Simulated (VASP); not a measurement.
# Te (C2/m) in VASP: settings compared

Aim: see how the results for Te move with the level of theory and the settings. Levels: r2SCAN, LDA. Tasks: single point.

Everything below comes from runs of VASP 6.6.1. Logs are shortened: lines on timing, memory, paths and dates and some standing lists are left out, and cuts for length are marked.

## Step 1: The cell of the first run

Symmetry: C2/m, No. 12, monoclinic system. The conventional cell has a = 7.790 Å, b = 4.381 Å, c = 6.094 Å, α = 90.00°, β = 90.90°, γ = 90.00°. Within 4.1 Å of Te (site symmetry 2/m) lie 6 Te at 3.15 to 3.37 Å. Within 4.1 Å of Te (site symmetry m) lie 6 Te at 3.09 to 3.53 Å.

## Step 2: Single point, r2SCAN

POSCAR reads:

```
Te
1.0
    3.8952160867     -2.1903349161      0.0000000000
    3.8952160867      2.1903349161      0.0000000000
   -0.0961401773      0.0000000000      6.0932986579
Te
3
Direct
    0.0000000000      0.0000000000      0.0000000000
    0.3094466100      0.3094466100      0.3388094900
    0.6905533900      0.6905533900      0.6611905100
```

INCAR.step1 reads:

```
SYSTEM = Te
PREC = Accurate
ENCUT = 520
ISMEAR = -1
SIGMA = 0.05
LREAL = .FALSE.
LASPH = .TRUE.
NELM = 80
NBANDS = 16
GGA = PE
ALGO = Normal
EDIFF = 1E-4
LWAVE = .TRUE.
LCHARG = .FALSE.
```

INCAR.step2 reads:

```
SYSTEM = Te
PREC = Accurate
ENCUT = 520
EDIFF = 1E-6
ISMEAR = -1
SIGMA = 0.05
LREAL = .FALSE.
LASPH = .TRUE.
NELM = 80
ALGO = Normal
ISIF = 2
LWAVE = .FALSE.
LCHARG = .FALSE.
METAGGA = R2SCAN
LMIXTAU = .TRUE.
NBANDS = 16
ISTART = 1
```

KPOINTS reads:

```
Automatic mesh
0
G
  7 7 5
  0 0 0
```

Potentials or basis: VASP PAW PBE potentials, release 64 (Te).

Command:

```
cat potpaw_PBE.64/Te/POTCAR > POTCAR
cp INCAR.step1 INCAR
mpirun -np 1 vasp_std > vasp.out
cp INCAR.step2 INCAR
mpirun -np 1 vasp_std > vasp.out
```

OUTCAR:

```text
SYSTEM = Te
   PREC = Accurate
   ENCUT = 520
   EDIFF = 1E-6
   ISMEAR = -1
   LREAL = .FALSE.
   LASPH = .TRUE.
   NELM = 80
   ISIF = 2
   METAGGA = R2SCAN
   ISTART = 1

 ion  position               nearest neighbor table
   1  0.000  0.000  0.000-   2 3.15   3 3.15   3 3.37   3 3.37   2 3.37   2 3.37
   2  0.309  0.309  0.339-   3 3.09   3 3.09   1 3.15   1 3.37   1 3.37   3 3.53
   3  0.691  0.691  0.661-   2 3.09   2 3.09   1 3.15   1 3.37   1 3.37   2 3.53

  LATTYP: Found a base centered monoclinic cell.
 ALAT       =     7.7904321734
 B/A-ratio  =     0.5623140969
 C/A-ratio  =     0.7822489081
 COS(beta)  =    -0.0157760547

  Lattice vectors:

 A1 = (   3.8952160867,  -2.1903349161,   0.0000000000)
 A2 = (   3.8952160867,   2.1903349161,   0.0000000000)
 A3 = (  -0.0961401773,   0.0000000000,   6.0932986579)

Analysis of symmetry for initial positions (statically):
=====================================================================
 Subroutine PRICEL returns:
 Original cell was already a primitive cell.

 Routine SETGRP: Setting up the symmetry group for a
 base centered monoclinic supercell.

 Subroutine GETGRP returns: Found  4 space group operations
 (whereof  4 operations were pure point group operations)
 out of a pool of  4 trial point group operations.

The static configuration has the point symmetry C_2h.

Analysis of symmetry for dynamics (positions and initial velocities):
=====================================================================
 Subroutine PRICEL returns:
 Original cell was already a primitive cell.

 Routine SETGRP: Setting up the symmetry group for a
 base centered monoclinic supercell.

 Subroutine GETGRP returns: Found  4 space group operations
 (whereof  4 operations were pure point group operations)
 out of a pool of  4 trial point group operations.

The dynamic configuration has the point symmetry C_2h.

 Subroutine INISYM returns: Found  4 space group operations
 (whereof  4 operations are pure point group operations),
 and found     1 'primitive' translations

----------------------------------------------------------------------------------------

                                     Primitive cell

  volume of cell :     103.9739

  direct lattice vectors                    reciprocal lattice vectors
     3.895216087 -2.190334916  0.000000000     0.128362583 -0.228275592  0.002025307
     3.895216087  2.190334916  0.000000000     0.128362583  0.228275592  0.002025307
    -0.096140177  0.000000000  6.093298658     0.000000000  0.000000000  0.164114719

  length of vectors
     4.468811409  4.468811409  6.094057061     0.261898455  0.261898455  0.164114719

  position of ions in fractional coordinates (direct lattice)
     0.000000000  0.000000000  0.000000000
     0.309446610  0.309446610  0.338809490
     0.690553390  0.690553390  0.661190510

  ion indices of the primitive-cell ions
   primitive index   ion index
                 1           1
                 2           2
                 3           3

----------------------------------------------------------------------------------------

 KPOINTS: Automatic mesh

Automatic generation of k-mesh.
 Grid dimensions read from file:
 generate k-points for:    7    7    5

 Generating k-lattice:

  Cartesian coordinates                     Fractional coordinates (reciprocal lattice)
     0.018337512 -0.032610799  0.000289330     0.142857143  0.000000000  0.000000000
     0.018337512  0.032610799  0.000289330     0.000000000  0.142857143  0.000000000
     0.000000000  0.000000000  0.032822944     0.000000000  0.000000000  0.200000000

  Length of vectors
     0.037414065  0.037414065  0.032822944

  Shift w.r.t. Gamma in fractional coordinates (k-lattice)
     0.000000000  0.000000000  0.000000000

 Subroutine IBZKPT returns following result:
 ===========================================

 Found     72 irreducible k-points:

 Following reciprocal coordinates:
            Coordinates               Weight
  0.000000  0.000000  0.000000      1.000000
  0.142857 -0.000000  0.000000      4.000000
  0.285714 -0.000000 -0.000000      4.000000
  0.428571 -0.000000  0.000000      4.000000
  0.142857  0.142857  0.000000      2.000000
  0.285714  0.142857  0.000000      4.000000
[... 16 lines left out ...]
 -0.142857  0.000000  0.200000      4.000000
  0.142857  0.142857  0.200000      2.000000
 [... further k-points ...]
   k-points           NKPTS =     72   k-points in BZ     NKDIM =     72   number of bands    NBANDS=     16
   number of dos      NEDOS =    301   number of ions     NIONS =      3
   total plane-waves  NPLWV =  62208
   dimension x,y,z NGX =    36 NGY =   36 NGZ =   48
   dimension x,y,z NGXF=    72 NGYF=   72 NGZF=   96
   ions per type =               3
   NGX,Y,Z   is equivalent  to a cutoff of  13.39, 13.39, 13.09 a.u.
   NGXF,Y,Z  is equivalent  to a cutoff of  26.78, 26.78, 26.19 a.u.
 SYSTEM =  Te
   PREC   = accura    normal or accurate (medium, high low for compatibility)
   ISTART =      1    job   : 0-new  1-cont  2-samecut
   ICHARG =      0    charge: 1-file 2-atom 10-const
   ISPIN  =      1    spin polarized calculation?
   LNONCOLLINEAR =      F non collinear calculations
   LSORBIT =      F    spin-orbit coupling
   LASPH  =      T    aspherical Exc in radial PAW
   ENCUT  =  520.0 eV  38.22 Ry    6.18 a.u.   8.31  8.31 11.33*2*pi/ulx,y,z
   NELM   =     80;   NELMIN=  2; NELMDL=  0     # of ELM steps
   EDIFF  = 0.1E-05   stopping-criterion for ELM
   LREAL  =      F    real-space projection
   EDIFFG = 0.1E-04   stopping-criterion for IOM
   NSW    =      0    number of steps for IOM
   IBRION =     -1    ionic relax: 0-MD 1-quasi-New 2-CG
   NFREE  =      0    steps in history (QN), initial steepest desc. (CG)
   ISIF   =      2    stress and relaxation
   ISYM   =      2    0-nonsym 1-usesym 2-fastsym
   POTIM  = 0.5000    time-step for ionic-motion
   TEBEG  =    0.0;   TEEND  =   0.0 temperature during run
   PSTRESS=    0.0 pullay stress
   NELECT =      18.0000    total number of electrons
   NUPDOWN=      -1.0000    fix difference up-down
   EMIN   =  10.00;   EMAX   =-10.00  energy-range for DOS
   EFERMI =   0.00;   METHOD = LEGACY
   ISMEAR =    -1;   SIGMA  =   0.05  broadening in eV -4-tet -1-fermi 0-gaus
   EFERMI_NEDOS =   21; number of points for ismear=-14 and -15
   IALGO  =     38    algorithm
   IMIX   =      4    mixing-type and parameters
     AMIX     =   0.40;   BMIX     =  1.00
     AMIX_MAG =   1.60;   BMIX_MAG =  1.00
  volume/ion in A,a.u.               =      34.66       233.88
  Fermi-wavevector in a.u.,A,eV,Ry     =   0.912412  1.724208 11.326782  0.832495
  Thomas-Fermi vector in A             =   2.036804
   LORBIT       =      0    0 simple, 1 ext, 2 COOP (PROOUT), +10 PAW based schemes
   METAGGA = R2SCAN    functional components
   LHFCALC =     F    Hartree Fock is set to
   AEXX    =    0.0000 exact exchange contribution
   IVDW    =     0    specifies the selected vdW correction
   LEPSILON=     F    determine dielectric tensor
   LRPA    =     F    only Hartree local field effects (RPA)
 non-spin polarized calculation
  energy-cutoff  :      520.00
  volume of cell :      103.97
 maximum number of plane-waves:      2815
 NGX is ok and might be reduce to    36
   NGX = 17   NGY = 17   NGZ = 23

 number of electron      17.9999999 magnetization

 Free energy of the ion-electron system (eV)
  ---------------------------------------------------
  ext. energy  EPLUGINS =         0.00000000
  ---------------------------------------------------
  free energy    TOTEN  =       -75.97574089 eV

  energy without entropy =      -75.97006066  energy(sigma->0) =      -75.97290077

 E-fermi :   5.6217     XC(G=0):  -9.4725

 val. band max:        5.5669175237   @ k =   0.4286   0.2857   0.2000
 cond. band min:       5.6388015869   @ k =   0.0000   0.0000   0.4000
 fundamental gap:      0.0718840632
 Fermi energy:         5.6217082837

 k-point     1 :       0.0000    0.0000    0.0000
  band No.  band energies     occupation
      1      -8.2453      2.00000
      2      -5.1093      2.00000
      3      -4.9846      2.00000
      4       2.8384      2.00000
      5       2.8573      2.00000
      6       3.3411      2.00000
[... 8 lines left out ...]
     15      12.1164      0.00000
     16      12.2102      0.00000

 k-point     2 :       0.1429   -0.0000    0.0000
  band No.  band energies     occupation
      1      -8.0793      2.00000
      2      -5.1021      2.00000
      3      -4.9993      2.00000
      4       1.6787      2.00000
      5       2.2633      2.00000
      6       2.6493      2.00000
[... 8 lines left out ...]
     15      12.0725      0.00000
     16      12.6065      0.00000

 k-point     3 :       0.2857   -0.0000   -0.0000
  band No.  band energies     occupation
      1      -7.5988      2.00000
      2      -5.3610      2.00000
      3      -4.9173      2.00000
      4       0.8202      2.00000
      5       1.4791      2.00000
      6       2.0153      2.00000
[... 8 lines left out ...]
     15      12.7355      0.00000
     16      13.6866      0.00000

 k-point     4 :       0.4286   -0.0000    0.0000
  band No.  band energies     occupation
      1      -6.8736      2.00000
      2      -6.0121      2.00000
      3      -4.8166      2.00000
      4       0.8438      2.00000
      5       1.0807      2.00000
      6       1.6568      2.00000
[... 8 lines left out ...]
     15      14.2865      0.00000
     16      14.8444      0.00000

 k-point     5 :       0.1429    0.1429    0.0000
  band No.  band energies     occupation
      1      -8.0935      2.00000
      2      -5.1411      2.00000
      3      -4.9564      2.00000
      4       1.6433      2.00000
      5       2.4403      2.00000
      6       2.4960      2.00000
[... 8 lines left out ...]
     15      12.2341      0.00000
     16      12.7735      0.00000

 k-point     6 :       0.2857    0.1429    0.0000
  band No.  band energies     occupation
      1      -7.7853      2.00000
      2      -5.1964      2.00000
      3      -4.9897      2.00000
      4       1.1308      2.00000
      5       1.2415      2.00000
      6       2.8326      2.00000
[... 8 lines left out ...]
     15      12.7724      0.00000
     16      13.4905      0.00000
[... 267 lines left out ...]
 k-point    21 :      -0.4286    0.0000    0.2000
  band No.  band energies     occupation
      1      -6.8739      2.00000
      2      -5.7680      2.00000
      3      -5.1639      2.00000
      4       0.8271      2.00000
      5       1.2878      2.00000
      6       1.8272      2.00000
[... 8 lines left out ...]
     15      13.7295      0.00000
     16      14.2310      0.00000

 k-point    22 :      -0.2857    0.0000    0.2000
  band No.  band energies     occupation
      1      -7.5069      2.00000
      2      -5.7023      2.00000
      3      -4.7461      2.00000
      4       1.4319      2.00000
      5       2.0361      2.00000
      6       2.1336      2.00000
[... 8 lines left out ...]
     15      12.2470      0.00000
     16      12.6388      0.00000

 k-point    23 :      -0.1429    0.0000    0.2000
  band No.  band energies     occupation
      1      -7.9541      2.00000
      2      -5.9867      2.00000
      3      -4.1560      2.00000
      4       1.7996      2.00000
      5       2.6822      2.00000
      6       2.7656      2.00000
[... 8 lines left out ...]
     15      11.6674      0.00000
     16      12.0321      0.00000

 k-point    24 :       0.1429    0.1429    0.2000
  band No.  band energies     occupation
      1      -7.9570      2.00000
      2      -6.0370      2.00000
      3      -4.1012      2.00000
      4       1.7284      2.00000
      5       2.6810      2.00000
      6       3.0719      2.00000
[... 8 lines left out ...]
     15      11.7458      0.00000
     16      12.1317      0.00000

 [... further k-points ...]

------------------------ aborting loop because EDIFF is reached ----------------------------------------

  FORCE on cell =-STRESS in cart. coord.  units (eV):
  Direction    XX          YY          ZZ          XY          YZ          ZX
  --------------------------------------------------------------------------------------
  -------------------------------------------------------------------------------------
  Total       -1.4732950     -1.5207574     -2.1182265      0.0000000      0.0000000     -0.0609571
  in kB      -22.7026075    -23.4339752    -32.6406233      0.0000000      0.0000000     -0.9393130
  external PRESSURE =     -26.2590687 kB  Pullay stress =       0.0000000 kB

 VOLUME and BASIS-vectors are now :
 -----------------------------------------------------------------------------
  energy-cutoff  :      520.00
  volume of cell :      103.97
      direct lattice vectors                 reciprocal lattice vectors
     3.895216087 -2.190334916  0.000000000     0.128362583 -0.228275592  0.002025307
     3.895216087  2.190334916  0.000000000     0.128362583  0.228275592  0.002025307
    -0.096140177  0.000000000  6.093298658     0.000000000  0.000000000  0.164114719

 POSITION                                       TOTAL-FORCE (eV/Angst)
 -----------------------------------------------------------------------------------
      0.00000      0.00000      0.00000         0.000000      0.000000      0.000000
      2.37815      0.00000      2.06447        -0.141444      0.000000      0.047406
      5.31614      0.00000      4.02883         0.141444      0.000000     -0.047406
 -----------------------------------------------------------------------------------
    total drift:                               -0.000000     -0.000000     -0.000000

  FREE ENERGIE OF THE ION-ELECTRON SYSTEM (eV)
  ---------------------------------------------------
  free  energy   TOTEN  =       -75.9757408913 eV

  energy  without entropy=      -75.9700606552  energy(sigma->0) =      -75.97290077
```

Wall time 5.6 min (1 thread of Intel Xeon Platinum 8259CL at 2.50GHz (Skylake/Cascade Lake), shared host); peak memory 0.3 GiB.

Results:

```
Free energy            : -75.9757 eV
Pressure               : -2.6 GPa
Largest force          : 0.149 eV/Å
Band gap on the k mesh : 0.07 eV, indirect (least direct gap 0.21 eV)
```

Forces on the atoms (eV/Å):
```
Te   0.000  0.000  0.000
Te  -0.141  0.000  0.047
Te   0.141  0.000 -0.047
```

Caveat: the PAW data sets were made with another functional, which shifts forces and pressure a little; spin-orbit coupling is left out, which moves the levels of the heavy elements.

## Step 3: Single point, LDA

This run uses another cell than the first one, of 32.70 Å³/atom, 0.943 times its volume.

INCAR reads:

```
PREC     = Accurate       # precision mode
ENCUT    = 520            # plane-wave cutoff, eV
EDIFF    = 1E-7           # SCF threshold, eV
ISMEAR   = -1             # smearing method
SIGMA    = 0.05           # smearing width, eV
LREAL    = F              # projectors in reciprocal space
LASPH    = T              # aspherical terms in the spheres
NELM     = 60             # most SCF steps
ALGO     = Normal         # electronic algorithm
ISIF     = 2              # what is computed and relaxed
LWAVE    = F              # write WAVECAR
LCHARG   = T              # write CHGCAR
GGA      = CA             # functional
LELF     = T              # ELF
LVHAR    = T            
NBANDS   = 16             # bands
```

KPOINTS reads:

```
regular mesh
0
Gamma
  7 7 5
```

POSCAR reads:

```
Te
1.0
    3.8202894285     -2.1482026000      0.0000000000
    3.8202894285      2.1482026000      0.0000000000
   -0.0942908673      0.0000000000      5.9760906531
Te
3
Direct
    0.0000000000      0.0000000000      0.0000000000
    0.3094466100      0.3094466100      0.3388094900
    0.6905533900      0.6905533900      0.6611905100
```

Potentials or basis: VASP PAW LDA potentials, release 64 (Te).

Command:

```
cat potpaw_LDA.64/Te/POTCAR > POTCAR
mpirun -np 1 vasp_std > vasp.out
```

OUTCAR:

```text
PREC = Accurate
   ENCUT = 520
   EDIFF = 1E-7
   ISMEAR = -1
   LREAL = F
   LASPH = T
   NELM = 60
   ISIF = 2
   GGA = CA

 ion  position               nearest neighbor table
   1  0.000  0.000  0.000-   2 3.09   3 3.09   3 3.31   3 3.31   2 3.31   2 3.31
   2  0.309  0.309  0.339-   3 3.03   3 3.03   1 3.09   1 3.31   1 3.31   3 3.47
   3  0.691  0.691  0.661-   2 3.03   2 3.03   1 3.09   1 3.31   1 3.31   2 3.47

  LATTYP: Found a base centered monoclinic cell.
 ALAT       =     7.6405788570
 B/A-ratio  =     0.5623140969
 C/A-ratio  =     0.7822489081
[... 652 lines left out ...]
  Direction    XX          YY          ZZ          XY          YZ          ZX
  --------------------------------------------------------------------------------------
  -------------------------------------------------------------------------------------
  Total       -1.6650334     -1.5268974     -1.9101318      0.0000000      0.0000000     -0.0129589
  in kB      -27.1966154    -24.9403049    -31.2000467      0.0000000      0.0000000     -0.2116708
  external PRESSURE =     -27.7789890 kB  Pullay stress =       0.0000000 kB

 VOLUME and BASIS-vectors are now :
 -----------------------------------------------------------------------------
  energy-cutoff  :      520.00
  volume of cell :       98.09
      direct lattice vectors                 reciprocal lattice vectors
     3.820289429 -2.148202600  0.000000000     0.130880136 -0.232752721  0.002065029
     3.820289429  2.148202600  0.000000000     0.130880136  0.232752721  0.002065029
    -0.094290867  0.000000000  5.976090653     0.000000000  0.000000000  0.167333472

 POSITION                                       TOTAL-FORCE (eV/Angst)
 -----------------------------------------------------------------------------------
      0.00000      0.00000      0.00000         0.000000      0.000000      0.000000
      2.33240      0.00000      2.02476         0.073485      0.000000     -0.033682
      5.21388      0.00000      3.95133        -0.073485      0.000000      0.033682
 -----------------------------------------------------------------------------------
    total drift:                               -0.000000     -0.000000     -0.000000

  FREE ENERGIE OF THE ION-ELECTRON SYSTEM (eV)
  ---------------------------------------------------
  free  energy   TOTEN  =       -11.2880992938 eV

  energy  without entropy=      -11.2805475795  energy(sigma->0) =      -11.28432344
```

Run time: 76 s. Hardware: 1 thread of Intel Xeon Platinum 8259CL at 2.50GHz (Skylake/Cascade Lake), shared host; peak memory 0.24 GiB.

Results:

```
Free energy            : -11.2881 eV
Pressure               : -2.8 GPa
Largest force          : 0.081 eV/Å
Band gap on the k mesh : 0.03 eV, indirect (least direct gap 0.18 eV)
```

Forces in eV/Å, atoms in the order of the input:
```
Te   0.000  0.000  0.000
Te   0.073  0.000 -0.034
Te  -0.073  0.000  0.034
```

Stress tensor (GPa, compression positive):
```
-2.72  0.00 -0.02
 0.00 -2.49  0.00
-0.02  0.00 -3.12
```

Levels at points of the mesh, in eV from the valence-band top:
| k point | band 5 | band 6 | band 7 | band 8 | band 9 | band 10 | band 11 | band 12 | band 13 | band 14 |
| --- | --- | --- | --- | --- | --- | --- | --- | --- | --- | --- |
| (0.00, 0.00, 0.00) | -2.69 | -2.25 | -2.04 | -1.63 | -1.42 | 0.95 | 0.98 | 1.52 | 4.69 | 5.09 |

Caveat: spin-orbit coupling is left out, which moves the levels of the heavy elements. A k mesh can miss the band edges.
